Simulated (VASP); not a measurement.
# W (Pbcm) in VASP: notebook, part 3 of 3

VASP 6.6.1. Earlier steps stand in the parts before.

### Step 5. Single point, PBE

The input, INCAR:

```
PREC     = Accurate       # precision mode
ENCUT    = 520            # plane-wave cutoff, eV
EDIFF    = 1E-6           # SCF threshold, eV
ISMEAR   = -1             # smearing method
SIGMA    = 0.05           # smearing width, eV
LREAL    = F              # projectors in reciprocal space
LASPH    = T              # aspherical terms in the spheres
NELM     = 60             # most SCF steps
ALGO     = Normal         # electronic algorithm
ISIF     = 2              # what is computed and relaxed
LWAVE    = F              # write WAVECAR
LCHARG   = F              # write CHGCAR
GGA      = PE             # functional
NBANDS   = 36             # bands
```

The input, KPOINTS:

```
regular mesh
0
Gamma
  7 5 5
```

The input, POSCAR:

```
W
1.0
    2.8096620000      0.0000000000      0.0000000000
    0.0000000000      4.8638700000      0.0000000000
    0.0000000000      0.0000000000      4.9236950000
W
4
Direct
    0.7931720000      0.9368430000      0.7500000000
    0.2068280000      0.4368430000      0.7500000000
    0.2068280000      0.0631570000      0.2500000000
    0.7931720000      0.5631570000      0.2500000000
```

Potentials or basis: VASP PAW PBE potentials, release 64 (W_sv).

Started as:

```sh
> cat potpaw_PBE.64/W_sv/POTCAR > POTCAR
> mpirun -np 1 vasp_std > vasp.out
```

OUTCAR:

```text
PREC = Accurate
   ENCUT = 520
   EDIFF = 1E-6
   ISMEAR = -1
   LREAL = F
   LASPH = T
   NELM = 60
   ISIF = 2
   GGA = PE

 ion  position               nearest neighbor table
   1  0.793  0.937  0.750-   2 2.70   2 2.70   3 2.79   3 2.79   2 2.94   2 2.94   3 3.03   3 3.03
                             4 3.06   4 3.06
   2  0.207  0.437  0.750-   1 2.70   1 2.70   4 2.79   4 2.79   1 2.94   1 2.94   4 3.03   4 3.03
                             3 3.06   3 3.06
   3  0.207  0.063  0.250-   4 2.70   4 2.70   1 2.79   1 2.79   4 2.94   4 2.94   1 3.03   1 3.03
                             2 3.06   2 3.06
   4  0.793  0.563  0.250-   3 2.70   3 2.70   2 2.79   2 2.79   3 2.94   3 2.94   2 3.03   2 3.03
                             1 3.06   1 3.06

  LATTYP: Found a simple orthorhombic cell.
 ALAT       =     2.8096620000
 B/A-ratio  =     1.7311228183
 C/A-ratio  =     1.7524154151

  Lattice vectors:

 A1 = (   2.8096620000,   0.0000000000,   0.0000000000)
 A2 = (   0.0000000000,   4.8638700000,   0.0000000000)
 A3 = (   0.0000000000,   0.0000000000,   4.9236950000)

[... 173 lines left out ...]
  ---------------------------------------------------
  ext. energy  EPLUGINS =         0.00000000
  ---------------------------------------------------
  free energy    TOTEN  =       -49.83142270 eV

  energy without entropy =      -49.79690883  energy(sigma->0) =      -49.81416576

 E-fermi :  10.3259     XC(G=0): -13.2754

 val. band max:       10.3227748444   @ k =   0.1429   0.0000   0.0000
 cond. band min:      10.3410791112   @ k =   0.0000   0.2000   0.2000
 fundamental gap:      0.0183042668
 Fermi energy:        10.3259306994

 k-point     1 :       0.0000    0.0000    0.0000
  band No.  band energies     occupation
      1     -63.5361      2.00000
      2     -63.4594      2.00000
      3     -63.4264      2.00000
      4     -63.3779      2.00000
      5     -28.3069      2.00000
      6     -28.2615      2.00000
[... 925 lines left out ...]
     35      15.2360      0.00000
     36      15.3991      0.00000

 [... further k-points ...]
[... 5 lines left out ...]
  --------------------------------------------------------------------------------------
  -------------------------------------------------------------------------------------
  Total       -1.7258355     -0.7496572     -0.6078722     -0.0000000      0.0000000      0.0000000
  in kB      -41.0944147    -17.8503236    -14.4742366     -0.0000000      0.0000000      0.0000000
  external PRESSURE =     -24.4729916 kB  Pullay stress =       0.0000000 kB

 VOLUME and BASIS-vectors are now :
 -----------------------------------------------------------------------------
  energy-cutoff  :      520.00
  volume of cell :       67.29
      direct lattice vectors                 reciprocal lattice vectors
     2.809662000  0.000000000  0.000000000     0.355914697  0.000000000  0.000000000
     0.000000000  4.863870000  0.000000000     0.000000000  0.205597600  0.000000000
     0.000000000  0.000000000  4.923695000     0.000000000  0.000000000  0.203099501

 POSITION                                       TOTAL-FORCE (eV/Angst)
 -----------------------------------------------------------------------------------
      2.22855      4.55668      3.69277        -0.021514      0.013554      0.000000
      0.58112      2.12475      3.69277         0.021514      0.013554      0.000000
      0.58112      0.30719      1.23092         0.021514     -0.013554     -0.000000
      2.22855      2.73912      1.23092        -0.021514     -0.013554      0.000000
 -----------------------------------------------------------------------------------
    total drift:                                0.000000      0.000000     -0.000000

  FREE ENERGIE OF THE ION-ELECTRON SYSTEM (eV)
  ---------------------------------------------------
  free  energy   TOTEN  =       -49.8314227008 eV

  energy  without entropy=      -49.7969088285  energy(sigma->0) =      -49.81416576
```

OSZICAR:

```text
N       E                     dE             d eps       ncg     rms          rms(c)
DAV:   1     0.725422682022E+03    0.72542E+03   -0.33426E+04  2592   0.182E+03
DAV:   2    -0.136677876090E+02   -0.73909E+03   -0.72491E+03  2704   0.576E+02
DAV:   3    -0.511817110516E+02   -0.37514E+02   -0.35982E+02  3068   0.125E+02
DAV:   4    -0.522234750884E+02   -0.10418E+01   -0.10224E+01  3084   0.190E+01
DAV:   5    -0.522385937448E+02   -0.15119E-01   -0.15092E-01  3068   0.254E+00    0.372E+01
DAV:   6    -0.503192380016E+02    0.19194E+01   -0.28036E+00  2972   0.123E+01    0.145E+01
DAV:   7    -0.498471262752E+02    0.47211E+00   -0.14953E+00  3116   0.818E+00    0.110E+00
DAV:   8    -0.498317518076E+02    0.15374E-01   -0.42078E-02  2956   0.155E+00    0.238E-01
DAV:   9    -0.498314250908E+02    0.32672E-03   -0.19264E-03  3380   0.281E-01    0.907E-02
DAV:  10    -0.498314266222E+02   -0.15314E-05   -0.12248E-04  2984   0.720E-02    0.181E-02
DAV:  11    -0.498314261327E+02    0.48952E-06   -0.23771E-05  2996   0.357E-02    0.130E-02
DAV:  12    -0.498314229202E+02    0.32124E-05   -0.88749E-07  1752   0.811E-03    0.769E-04
DAV:  13    -0.498314227008E+02    0.21940E-06   -0.10595E-07  1632   0.305E-03
   1 F= -.49831423E+02 E0= -.49814166E+02  d E =-.345139E-01
```

stdout:

```text
POSCAR found type information on POSCAR W
 POSCAR found :  1 types and       4 ions
 scaLAPACK will be used
 LDA part: xc-table for (Slater+PW92), standard interpolation
 POSCAR, INCAR and KPOINTS ok, starting setup
 FFT: planning ... GRIDC
 FFT: planning ... GRID_SOFT
 FFT: planning ... GRID
 WAVECAR not read
 entering main loop
```

Wall time 37 s (1 thread of Intel Xeon Platinum 8488C (Sapphire Rapids), shared host); peak memory 0.21 GiB.

Results:

```yaml
Free_energy: -49.8314 eV
Pressure: -2.4 GPa
Largest_force: 0.025 eV/Å
Band_gap_on_the_k_mesh: zero (bands 28 and 29 overlap by 1.18 eV)
```

Forces in eV/Å, atoms in the order of the input:
```
W   -0.022  0.014  0.000
W    0.022  0.014  0.000
W    0.022 -0.014  0.000
W   -0.022 -0.014  0.000
```

Stress tensor (GPa, compression positive):
```
-4.11  0.00  0.00
 0.00 -1.79  0.00
 0.00  0.00 -1.45
```

Levels at points of the mesh, in eV from the Fermi level:
| k point | band 25 | band 26 | band 27 | band 28 | band 29 | band 30 | band 31 | band 32 |
| --- | --- | --- | --- | --- | --- | --- | --- | --- |
| (0.00, 0.00, 0.00) | -0.46 | -0.38 | -0.37 | -0.34 | -0.32 | -0.17 | 0.54 | 1.54 |

Caveat: spin-orbit coupling is left out, which moves the levels of the heavy elements.

### Step 6. Relaxation of cell and atoms, PBE

The input, INCAR:

```
ALGO = Normal
EDIFF = 1E-7
EDIFFG = -0.01
ENCUT = 600
GGA = PE
IBRION = 2
ISIF = 3
ISMEAR = -1
LASPH = T
LCHARG = F
LREAL = F
LWAVE = F
NELM = 100
NSW = 60
PREC = Accurate
SIGMA = 0.05
```

The input, KPOINTS:

```
k-points
0
Gamma
  7 5 5
```

POSCAR is that of step 5.

Potentials or basis: VASP PAW PBE potentials, release 64 (W_sv).

Started as:

```sh
> cat potpaw_PBE.64/W_sv/POTCAR > POTCAR
> mpirun -np 1 vasp_std > vasp.out
```

It took 21 min on 1 thread of Intel Xeon Platinum 8488C (Sapphire Rapids), shared host; peak memory 0.26 GiB.

Results (log left out):

- Free energy: -50.1812 eV
- Relaxed volume: 16.62 Å³/atom
- Relaxed cell: a = 2.645 Å, b = 5.237 Å, c = 4.800 Å, α = 90.00°, β = 90.00°, γ = 90.00°
- Space group after relaxing (to 0.1 Å): Pbcm (No. 57)
- Energy gained by relaxing: 87.3 meV/atom
- Ionic steps: 45
- Pressure after relaxing: 0.0 GPa
- Largest force after relaxing: 0.003 eV/Å
- Band gap on the k mesh: zero (bands 28 and 29 overlap by 0.83 eV)

Forces in eV/Å, atoms in the order of the input:
```
W    0.001 -0.003  0.000
W   -0.001 -0.003  0.000
W   -0.001  0.003  0.000
W    0.001  0.003  0.000
```

Stress tensor (GPa, compression positive):
```
 0.01  0.00  0.00
 0.00 -0.09  0.00
 0.00  0.00 -0.03
```

Step by step:
```
step  energy change (eV)  largest force (eV/Å)  pressure (GPa)  volume (Å³)
   1              0.0000                0.0252           -2.39        67.29
   3             -0.0069                0.0539            0.62        66.56
   5             -0.0547                0.3327            3.08        66.11
   7             -0.0559                0.3649            3.44        66.05
   9             -0.0636                0.4349            2.83        66.24
  11             -0.0645                0.4675            2.59        66.33
  13             -0.0813                0.4682            0.39        66.79
  15             -0.1001                0.4824           -2.58        67.42
  17             -0.1659                0.5118           -0.75        66.75
  19             -0.1280                0.2416           10.34        63.94
  21             -0.2336                0.4420            3.82        65.42
  23             -0.2911                0.2332            2.53        65.61
  25             -0.2936                0.2165            2.30        65.66
  27             -0.3314                0.1938           -1.01        66.50
  29             -0.3381                0.1709           -0.62        66.46
  31             -0.3410                0.1434            0.43        66.26
  33             -0.3474                0.0560           -0.45        66.57
  35             -0.3485                0.0183            0.41        66.38
  37             -0.3491                0.0021           -0.16        66.52
  39             -0.3493                0.0149            0.10        66.46
  41             -0.3493                0.0137           -0.06        66.50
  43             -0.3493                0.0087            0.08        66.46
  45             -0.3494                0.0032           -0.04        66.48
```

Final structure:
```
W
1.0
     2.64455    0.00000    0.00000
     0.00000    5.23698    0.00000
     0.00000    0.00000    4.80008
W
4
Cartesian
  2.1332 4.7305 3.6001
  0.5114 2.1120 3.6001
  0.5114 0.5065 1.2000
  2.1332 3.1250 1.2000
```

Levels at points of the mesh, in eV from the Fermi level:
| k point | band 26 | band 27 | band 28 | band 29 | band 30 | band 31 |
| --- | --- | --- | --- | --- | --- | --- |
| (0.00, 0.00, 0.00) | -1.44 | -0.87 | -0.04 | 0.27 | 1.16 | 1.31 |

Caveat: spin-orbit coupling is left out, which moves the levels of the heavy elements.

### Step 7. The runs side by side

| task | level | spin | cell | k mesh | cutoff (eV) | gap on the mesh (eV) | pressure (GPa) | largest force (eV/Å) |
| --- | --- | --- | --- | --- | --- | --- | --- | --- |
| relaxation of the atoms | PBE | off | atoms relaxed from a = 2.810, b = 4.864, c = 4.924 Å, 4 atoms, atomic positions A | 7 × 5 × 5 | 520 | none | -5.4 | 0.01 |
| single point | PBEsol | non-collinear, zero start, SOC | a = 2.810, b = 4.864, c = 4.924 Å, 4 atoms, atomic positions A | 9 × 6 × 6 | 520 | - | -9.3 | 0.15 |
| single point | PBE | off | a = 2.641, b = 5.236, c = 4.797 Å, 4 atoms, atomic positions B | 7 × 5 × 5 | 520 | none | 0.5 | 0.01 |
| single point | PBE | off | a = 2.810, b = 4.864, c = 4.924 Å, 4 atoms, atomic positions A | 7 × 5 × 5 | 520 | none | -2.4 | 0.03 |
| relaxation of cell and atoms | PBE | off | relaxed from a = 2.810, b = 4.864, c = 4.924 Å, 4 atoms, atomic positions A | 7 × 5 × 5 | 600 | none | 0.0 | - |

Alike in all rows: potentials or basis VASP PAW PBE potentials, release 64 (W_sv); smearing fermi-dirac 0.05 eV.

Caveats: spin-orbit coupling is left out, which moves the levels of the heavy elements (at least some runs); the cell stands under tension (at least some runs); the PAW data sets were made with another functional, which shifts forces and pressure a little (at least some runs).

Absolute energies hang on the potentials; compare differences alone.

The gap in the log of VASP goes by the Fermi energy; the results here count the filled bands.